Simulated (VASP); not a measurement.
# NaH (Immm) in VASP: notebook

NaH is run at these levels: r2SCAN; tasks: single point.

Everything below comes from runs of VASP 6.6.1. Logs are shortened: lines on timing, memory, paths and dates and some standing lists are left out, and cuts for length are marked.

### 1 The cell of the first run

The structure is orthorhombic, space group Immm (No. 71). Conventional cell: a = 3.136 Å, b = 3.644 Å, c = 4.878 Å, α = 90.00°, β = 90.00°, γ = 90.00°. Within 3.2 Å of Na (site symmetry mmm) lie 6 H at 2.40 to 2.44 Å and 2 Na at 3.14 Å. Within 3.2 Å of H (site symmetry mmm) lie 6 Na at 2.40 to 2.44 Å and 2 H at 3.14 Å.

### 2 Single point, r2SCAN (engineering shear strain xy -0.1500, normal strain along z +0.0175)

POSCAR reads:

```
NaH
1.0
   -0.1797773728      2.3970316378      2.4389796915
    2.3970316378     -0.1797773728      2.4389796915
    2.2172542650      2.2172542650      0.0000000000
Na H
1 1
Direct
    0.0000000000      0.0000000000      0.0000000000
    0.5000000000      0.5000000000      0.5000000000
```

INCAR.step1 reads:

```
SYSTEM = NaH
PREC = Accurate ; ENCUT = 520
ISMEAR = -1 ; SIGMA = 0.2
LREAL = .FALSE. ; LASPH = .TRUE.
NELM = 60 ; NBANDS = 11
GGA = PE ; ALGO = Normal
EDIFF = 1E-4 ; LWAVE = .TRUE.
LCHARG = .FALSE.
```

INCAR.step2 reads:

```
SYSTEM = NaH
PREC = Accurate ; ENCUT = 520
EDIFF = 1E-7 ; ISMEAR = -1
SIGMA = 0.2 ; LREAL = .FALSE.
LASPH = .TRUE. ; NELM = 60
ALGO = Normal ; ISIF = 2
LWAVE = .FALSE. ; LCHARG = .FALSE.
METAGGA = R2SCAN ; LMIXTAU = .TRUE.
NBANDS = 11 ; ISTART = 1
```

KPOINTS reads:

```
regular mesh
0
G
  8 8 8
  0 0 0
```

Potentials or basis: VASP PAW PBE potentials, release 64 (Na_pv, H).

Command:

```sh
> cat potpaw_PBE.64/Na_pv/POTCAR potpaw_PBE.64/H/POTCAR > POTCAR
> cp INCAR.step1 INCAR
> mpirun -np 1 vasp_std > vasp.out
> cp INCAR.step2 INCAR
> mpirun -np 1 vasp_std > vasp.out
```

OUTCAR:

```text
SYSTEM = NaH
   PREC = Accurate
   ENCUT = 520
   EDIFF = 1E-7
   ISMEAR = -1
   LREAL = .FALSE.
   LASPH = .TRUE.
   NELM = 60
   ISIF = 2
   METAGGA = R2SCAN
   ISTART = 1

 ion  position               nearest neighbor table
   1  0.000  0.000  0.000-
   2  0.500  0.500  0.500-

  LATTYP: Found a body centered orthorhombic cell.
 ALAT       =     3.1356710528
 B/A-ratio  =     1.1621621621
 C/A-ratio  =     1.5556349186

  Lattice vectors:

 A1 = (   0.1797773728,  -2.3970316378,  -2.4389796915)
 A2 = (  -0.1797773728,   2.3970316378,  -2.4389796915)
 A3 = (   2.3970316378,  -0.1797773728,   2.4389796915)

Analysis of symmetry for initial positions (statically):
=====================================================================
 Subroutine PRICEL returns:
 Original cell was already a primitive cell.

 Routine SETGRP: Setting up the symmetry group for a
 body centered orthorhombic supercell.

 Subroutine GETGRP returns: Found  8 space group operations
 (whereof  8 operations were pure point group operations)
 out of a pool of  8 trial point group operations.

The static configuration has the point symmetry D_2h.

Analysis of symmetry for dynamics (positions and initial velocities):
=====================================================================
 Subroutine PRICEL returns:
 Original cell was already a primitive cell.

 Routine SETGRP: Setting up the symmetry group for a
 body centered orthorhombic supercell.

 Subroutine GETGRP returns: Found  8 space group operations
 (whereof  8 operations were pure point group operations)
 out of a pool of  8 trial point group operations.

The dynamic configuration has the point symmetry D_2h.

 Subroutine INISYM returns: Found  8 space group operations
 (whereof  8 operations are pure point group operations),
 and found     1 'primitive' translations

----------------------------------------------------------------------------------------

                                     Primitive cell

  volume of cell :      27.8699

  direct lattice vectors                    reciprocal lattice vectors
    -0.179777373  2.397031638  2.438979692    -0.194038440  0.194038440  0.205003757
     2.397031638 -0.179777373  2.438979692     0.194038440 -0.194038440  0.205003757
     2.217254265  2.217254265  0.000000000     0.225504133  0.225504133 -0.205003757

  length of vectors
     3.424427326  3.424427326  3.135671053     0.342532294  0.342532294  0.379118409

  position of ions in fractional coordinates (direct lattice)
     0.000000000  0.000000000  0.000000000
     0.500000000  0.500000000  0.500000000

  ion indices of the primitive-cell ions
   primitive index   ion index
                 1           1
                 2           2

----------------------------------------------------------------------------------------

 KPOINTS: regular mesh

Automatic generation of k-mesh.
 Grid dimensions read from file:
 generate k-points for:    8    8    8

 Generating k-lattice:

  Cartesian coordinates                     Fractional coordinates (reciprocal lattice)
    -0.024254805  0.024254805  0.025625470     0.125000000 -0.000000000  0.000000000
     0.024254805 -0.024254805  0.025625470    -0.000000000  0.125000000  0.000000000
     0.028188017  0.028188017 -0.025625470     0.000000000  0.000000000  0.125000000

  Length of vectors
     0.042816537  0.042816537  0.047389801

  Shift w.r.t. Gamma in fractional coordinates (k-lattice)
     0.000000000  0.000000000  0.000000000

 Subroutine IBZKPT returns following result:
 ===========================================

 Found     95 irreducible k-points:

 Following reciprocal coordinates:
            Coordinates               Weight
  0.000000  0.000000  0.000000      1.000000
  0.125000  0.000000  0.000000      4.000000
  0.250000  0.000000  0.000000      4.000000
  0.375000  0.000000  0.000000      4.000000
  0.500000  0.000000  0.000000      2.000000
  0.125000  0.125000  0.000000      2.000000
[... 16 lines left out ...]
  0.125000  0.000000  0.125000      4.000000
  0.250000  0.000000  0.125000      8.000000
 [... further k-points ...]
   k-points           NKPTS =     95   k-points in BZ     NKDIM =     95   number of bands    NBANDS=     11
   number of dos      NEDOS =    301   number of ions     NIONS =      2
   total plane-waves  NPLWV =  18816
   dimension x,y,z NGX =    28 NGY =   28 NGZ =   24
   dimension x,y,z NGXF=    56 NGYF=   56 NGZF=   48
   ions per type =               1   1
   NGX,Y,Z   is equivalent  to a cutoff of  13.59, 13.59, 12.72 a.u.
   NGXF,Y,Z  is equivalent  to a cutoff of  27.19, 27.19, 25.45 a.u.
 SYSTEM =  NaH
   PREC   = accura    normal or accurate (medium, high low for compatibility)
   ISTART =      1    job   : 0-new  1-cont  2-samecut
   ICHARG =      0    charge: 1-file 2-atom 10-const
   ISPIN  =      1    spin polarized calculation?
   LNONCOLLINEAR =      F non collinear calculations
   LSORBIT =      F    spin-orbit coupling
   LASPH  =      T    aspherical Exc in radial PAW
   ENCUT  =  520.0 eV  38.22 Ry    6.18 a.u.   6.37  6.37  5.83*2*pi/ulx,y,z
   NELM   =     60;   NELMIN=  2; NELMDL=  0     # of ELM steps
   EDIFF  = 0.1E-06   stopping-criterion for ELM
   LREAL  =      F    real-space projection
   EDIFFG = 0.1E-05   stopping-criterion for IOM
   NSW    =      0    number of steps for IOM
   IBRION =     -1    ionic relax: 0-MD 1-quasi-New 2-CG
   NFREE  =      0    steps in history (QN), initial steepest desc. (CG)
   ISIF   =      2    stress and relaxation
   ISYM   =      2    0-nonsym 1-usesym 2-fastsym
   POTIM  = 0.5000    time-step for ionic-motion
   TEBEG  =    0.0;   TEEND  =   0.0 temperature during run
   PSTRESS=    0.0 pullay stress
   NELECT =       8.0000    total number of electrons
   NUPDOWN=      -1.0000    fix difference up-down
   EMIN   =  10.00;   EMAX   =-10.00  energy-range for DOS
   EFERMI =   0.00;   METHOD = LEGACY
   ISMEAR =    -1;   SIGMA  =   0.20  broadening in eV -4-tet -1-fermi 0-gaus
   EFERMI_NEDOS =   21; number of points for ismear=-14 and -15
   IALGO  =     38    algorithm
   IMIX   =      4    mixing-type and parameters
     AMIX     =   0.40;   BMIX     =  1.00
     AMIX_MAG =   1.60;   BMIX_MAG =  1.00
  volume/ion in A,a.u.               =      13.93        94.04
  Fermi-wavevector in a.u.,A,eV,Ry     =   1.079923  2.040759 15.867577  1.166234
  Thomas-Fermi vector in A             =   2.215901
   LORBIT       =      0    0 simple, 1 ext, 2 COOP (PROOUT), +10 PAW based schemes
   METAGGA = R2SCAN    functional components
   LHFCALC =     F    Hartree Fock is set to
   AEXX    =    0.0000 exact exchange contribution
   IVDW    =     0    specifies the selected vdW correction
   LEPSILON=     F    determine dielectric tensor
   LRPA    =     F    only Hartree local field effects (RPA)
 non-spin polarized calculation
  energy-cutoff  :      520.00
  volume of cell :       27.87
 maximum number of plane-waves:       764
 NGX is ok and might be reduce to    28
   NGX = 13   NGY = 13   NGZ = 11

 number of electron       7.9999996 magnetization

 Free energy of the ion-electron system (eV)
  ---------------------------------------------------
  ext. energy  EPLUGINS =         0.00000000
  ---------------------------------------------------
  free energy    TOTEN  =        -7.55161247 eV

  energy without entropy =       -7.55159366  energy(sigma->0) =       -7.55160307

 E-fermi :   0.8788     XC(G=0):  -8.1881

 val. band max:       -1.2927207258   @ k =  -0.2500   0.2500   0.5000
 cond. band min:       2.5426311861   @ k =   0.5000   0.0000   0.0000
 fundamental gap:      3.8353519119
 Fermi energy:         0.8788333617

 k-point     1 :       0.0000    0.0000    0.0000
  band No.  band energies     occupation
      1     -24.3585      2.00000
      2     -24.3537      2.00000
      3     -24.3350      2.00000
      4      -4.9856      2.00000
      5       9.8311      0.00000
      6      13.3793      0.00000
      7      14.3071      0.00000
      8      14.7064      0.00000
      9      15.4222      0.00000
     10      17.0431      0.00000
     11      17.9745      0.00000

 k-point     2 :       0.1250    0.0000    0.0000
  band No.  band energies     occupation
      1     -24.3610      2.00000
      2     -24.3598      2.00000
      3     -24.3401      2.00000
      4      -4.7404      2.00000
      5       8.4960      0.00000
      6      11.7662      0.00000
      7      14.0548      0.00000
      8      15.6772      0.00000
      9      16.2163      0.00000
     10      17.6500      0.00000
     11      18.6233      0.00000

 k-point     3 :       0.2500    0.0000    0.0000
  band No.  band energies     occupation
      1     -24.3863      2.00000
      2     -24.3630      2.00000
      3     -24.3447      2.00000
      4      -4.0488      2.00000
      5       5.8468      0.00000
      6      11.0689      0.00000
      7      13.2624      0.00000
      8      15.2709      0.00000
      9      16.8151      0.00000
     10      18.1048      0.00000
     11      18.6467      0.00000

 k-point     4 :       0.3750    0.0000    0.0000
  band No.  band energies     occupation
      1     -24.4139      2.00000
      2     -24.3661      2.00000
      3     -24.3467      2.00000
      4      -3.1042      2.00000
      5       3.5574      0.00000
      6      10.8235      0.00000
      7      12.6068      0.00000
      8      14.6465      0.00000
      9      16.8880      0.00000
     10      18.3426      0.00000
     11      18.7921      0.00000

 k-point     5 :       0.5000    0.0000    0.0000
  band No.  band energies     occupation
      1     -24.4254      2.00000
      2     -24.3674      2.00000
      3     -24.3474      2.00000
      4      -2.5482      2.00000
      5       2.5426      0.00049
      6      10.7766      0.00000
      7      12.3501      0.00000
      8      14.4299      0.00000
      9      16.7160      0.00000
     10      18.2175      0.00000
     11      19.0874      0.00000
[... 211 lines left out ...]
 k-point    21 :       0.5000    0.5000    0.0000
  band No.  band energies     occupation
      1     -24.4313      2.00000
      2     -24.3803      2.00000
      3     -24.3705      2.00000
      4      -1.6647      1.99999
      5       3.6314      0.00000
      6       8.4058      0.00000
      7       8.8838      0.00000
      8      12.3546      0.00000
      9      12.7038      0.00000
     10      23.3415      0.00000
     11      25.7140      0.00000

 k-point    22 :       0.0000    0.0000    0.1250
  band No.  band energies     occupation
      1     -24.3762      2.00000
      2     -24.3567      2.00000
      3     -24.3359      2.00000
      4      -4.6796      2.00000
      5       9.2059      0.00000
      6      12.6156      0.00000
      7      12.8729      0.00000
      8      14.8179      0.00000
      9      15.4220      0.00000
     10      15.9961      0.00000
     11      18.0397      0.00000

 k-point    23 :       0.1250    0.0000    0.1250
  band No.  band energies     occupation
      1     -24.3750      2.00000
      2     -24.3574      2.00000
      3     -24.3396      2.00000
      4      -4.6132      2.00000
      5       8.8020      0.00000
      6      11.7071      0.00000
      7      13.2584      0.00000
      8      14.4549      0.00000
      9      15.8029      0.00000
     10      17.2158      0.00000
     11      18.0862      0.00000

 k-point    24 :       0.2500    0.0000    0.1250
  band No.  band energies     occupation
      1     -24.3812      2.00000
      2     -24.3677      2.00000
      3     -24.3483      2.00000
      4      -4.0876      2.00000
      5       6.8440      0.00000
      6      10.0446      0.00000
      7      12.6346      0.00000
      8      15.3503      0.00000
      9      16.1226      0.00000
     10      18.2495      0.00000
     11      20.2671      0.00000

 [... further k-points ...]

------------------------ aborting loop because EDIFF is reached ----------------------------------------

  FORCE on cell =-STRESS in cart. coord.  units (eV):
  Direction    XX          YY          ZZ          XY          YZ          ZX
  --------------------------------------------------------------------------------------
  -------------------------------------------------------------------------------------
  Total       -0.0297228     -0.0297228     -0.2715303      0.6559797     -0.0000000     -0.0000000
  in kB       -1.7086934     -1.7086934    -15.6096449     37.7107404     -0.0000000     -0.0000000
  external PRESSURE =      -6.3423439 kB  Pullay stress =       0.0000000 kB

 VOLUME and BASIS-vectors are now :
 -----------------------------------------------------------------------------
  energy-cutoff  :      520.00
  volume of cell :       27.87
      direct lattice vectors                 reciprocal lattice vectors
    -0.179777373  2.397031638  2.438979692    -0.194038440  0.194038440  0.205003757
     2.397031638 -0.179777373  2.438979692     0.194038440 -0.194038440  0.205003757
     2.217254265  2.217254265  0.000000000     0.225504133  0.225504133 -0.205003757

 POSITION                                       TOTAL-FORCE (eV/Angst)
 -----------------------------------------------------------------------------------
      0.00000      0.00000      0.00000        -0.000000      0.000000      0.000000
      2.21725      2.21725      2.43898         0.000000     -0.000000     -0.000000
 -----------------------------------------------------------------------------------
    total drift:                                0.000000      0.000000     -0.000000

  FREE ENERGIE OF THE ION-ELECTRON SYSTEM (eV)
  ---------------------------------------------------
  free  energy   TOTEN  =        -7.5516124703 eV

  energy  without entropy=       -7.5515936627  energy(sigma->0) =       -7.55160307
```

Run time: 59 s. Hardware: 1 thread of Intel Xeon 6975P-C (Granite Rapids), shared host; peak memory 0.16 GiB.

What came out:

```yaml
Free_energy: -7.5516 eV
Pressure: -0.6 GPa
Band_gap_on_the_k_mesh: 3.84 eV (least direct gap 5.09 eV)
```

Stress tensor (GPa, compression positive):
```
-0.17  3.77  0.00
 3.77 -0.17  0.00
 0.00  0.00 -1.56
```

Caveat: the cell differs from its parent crystal (engineering shear strain xy -0.1500, normal strain along z +0.0175); the PAW data sets were made with another functional, which shifts forces and pressure a little.

### 3 Single point, r2SCAN (engineering shear strain xy -0.2250, normal strain along z +0.0175)

POSCAR reads:

```
NaH
1.0
   -0.2696660593      2.3970316378      2.4389796915
    2.3970316378     -0.2696660593      2.4389796915
    2.1273655785      2.1273655785      0.0000000000
Na H
1 1
Direct
    0.0000000000      0.0000000000      0.0000000000
    0.5000000000      0.5000000000      0.5000000000
```

INCAR.step1 reads:

```
PREC = Accurate ; ENCUT = 520
ISMEAR = -1 ; SIGMA = 0.2
LREAL = False ; LASPH = True
NELM = 80 ; NBANDS = 11
GGA = PE ; ALGO = Normal
EDIFF = 1E-4 ; LWAVE = True
LCHARG = False
```

INCAR.step2 reads:

```
PREC = Accurate ; ENCUT = 520
EDIFF = 1E-7 ; ISMEAR = -1
SIGMA = 0.2 ; LREAL = False
LASPH = True ; NELM = 80
ALGO = Normal ; ISIF = 2
LWAVE = False ; LCHARG = True
METAGGA = R2SCAN ; LMIXTAU = True
LELF = True ; LVHAR = True
NBANDS = 11 ; ISTART = 1
```

KPOINTS reads:

```
regular mesh
0
Gamma
  8 8 8
```

Potentials or basis: VASP PAW PBE potentials, release 64 (Na_pv, H).

Command:

```sh
> cat potpaw_PBE.64/Na_pv/POTCAR potpaw_PBE.64/H/POTCAR > POTCAR
> cp INCAR.step1 INCAR
> mpirun -np 1 vasp_std > vasp.out
> cp INCAR.step2 INCAR
> mpirun -np 1 vasp_std > vasp.out
```

It took 62 s on 1 thread of Intel Xeon 6975P-C (Granite Rapids), shared host; peak memory 0.16 GiB.

The run converged. Its results:

```yaml
Free_energy: -7.4892 eV
Pressure: -0.4 GPa
Band_gap_on_the_k_mesh: 3.50 eV (least direct gap 5.02 eV)
```

Stress tensor (GPa, compression positive):
```
 0.40  5.79  0.00
 5.79  0.40  0.00
 0.00  0.00 -2.08
```

Levels at points of the mesh, in eV from the valence-band top:
```
           k point  band 1  band 2  band 3  band 4  band 5  band 6  band 7  band 8  band 9
(0.00, 0.00, 0.00)  -23.26  -23.26  -23.23   -3.83   10.73   13.82   14.75   15.15   17.11
(0.50, 0.00, 0.00)  -23.33  -23.27  -23.24   -1.52    3.50   12.08   13.48   16.70   18.47
(0.50, 0.50, 0.00)  -23.33  -23.28  -23.27   -0.54    4.77    8.80    9.62   14.77   14.81
(0.00, 0.00, 0.50)  -23.42  -23.27  -23.24   -0.45    4.90   10.79   12.15   13.75   15.81
(0.50, 0.00, 0.50)  -23.41  -23.28  -23.25   -0.16    5.23   10.55   11.31   11.34   12.92
```

Caveat: the cell differs from its parent crystal (engineering shear strain xy -0.2250, normal strain along z +0.0175); the PAW data sets were made with another functional, which shifts forces and pressure a little. A k mesh can miss the band edges.

### 4 Single point, r2SCAN (engineering shear strain xy -0.2250, normal strain along z +0.0350)

POSCAR reads:

```
NaH
1.0
   -0.2696660593      2.3970316378      2.4809277451
    2.3970316378     -0.2696660593      2.4809277451
    2.1273655785      2.1273655785      0.0000000000
Na H
1 1
Direct
    0.0000000000      0.0000000000      0.0000000000
    0.5000000000      0.5000000000      0.5000000000
```

INCAR.step1 reads:

```
PREC = Accurate
ENCUT = 520
ISMEAR = -1
SIGMA = 0.2
LREAL = F
LASPH = T
NELM = 100
NBANDS = 11
GGA = PE
ALGO = Normal
EDIFF = 1E-4
LWAVE = T
LCHARG = F
```

INCAR.step2 reads:

```
PREC = Accurate
ENCUT = 520
EDIFF = 1E-6
ISMEAR = -1
SIGMA = 0.2
LREAL = F
LASPH = T
NELM = 100
ALGO = Normal
ISIF = 2
LWAVE = F
LCHARG = F
METAGGA = R2SCAN
LMIXTAU = T
NBANDS = 11
ISTART = 1
```

KPOINTS reads:

```
Automatic mesh
0
Gamma
  8 8 8
```

Command:

```sh
> cat potpaw_PBE.64/Na_pv/POTCAR potpaw_PBE.64/H/POTCAR > POTCAR
> cp INCAR.step1 INCAR
> mpirun -np 1 vasp_std > vasp.out
> cp INCAR.step2 INCAR
> mpirun -np 1 vasp_std > vasp.out
```

Run time: 50 s. Hardware: 1 thread of Intel Xeon 6975P-C (Granite Rapids), shared host; peak memory 0.16 GiB.

The run converged. Its results:

| Item | Value |
| --- | --- |
| Free energy | -7.4823 eV |
| Pressure | -0.7 GPa |
| Band gap on the k mesh | 3.45 eV (least direct gap 4.98 eV) |

Stress tensor (GPa, compression positive):
```
 0.21  5.87  0.00
 5.87  0.21  0.00
 0.00  0.00 -2.55
```

Levels at points of the mesh, in eV from the valence-band top:
```csv
k point,band 1,band 2,band 3,band 4,band 5,band 6,band 7,band 8
"(0.00, 0.00, 0.00)",-23.31,-23.31,-23.28,-3.80,10.54,13.71,14.56,14.97
"(0.50, 0.00, 0.00)",-23.37,-23.32,-23.29,-1.52,3.45,11.82,13.18,16.71
"(0.50, 0.50, 0.00)",-23.38,-23.33,-23.31,-0.60,4.58,8.82,9.57,14.71
"(0.00, 0.00, 0.50)",-23.46,-23.32,-23.28,-0.46,4.86,10.70,12.15,13.54
"(0.50, 0.00, 0.50)",-23.46,-23.33,-23.29,-0.14,5.25,10.42,11.11,11.16
```

Caveat: the cell differs from its parent crystal (engineering shear strain xy -0.2250, normal strain along z +0.0350); the PAW data sets were made with another functional, which shifts forces and pressure a little. A k mesh can miss the band edges.

### 5 Summary

```tsv
cell	gap on the mesh (eV)	pressure (GPa)
a = 3.424, b = 3.424, c = 3.136 Å, angles 62.8, 62.8, 64.3°, 2 atoms	3.84	-0.6
a = 3.430, b = 3.430, c = 3.009 Å, angles 64.0, 64.0, 66.7°, 2 atoms	3.50	-0.4
a = 3.460, b = 3.460, c = 3.009 Å, angles 64.2, 64.2, 66.0°, 2 atoms	3.45	-0.7
```

Alike in all rows: task single point; level r2SCAN; potentials or basis VASP PAW PBE potentials, release 64 (Na_pv, H); no spin polarisation; k mesh 8 × 8 × 8; cutoff (eV) 520; smearing fermi-dirac 0.2 eV.

Caveats: the PAW data sets were made with another functional, which shifts forces and pressure a little.

Total energies depend on the potentials used, so only differences within one code and one set of settings carry meaning.
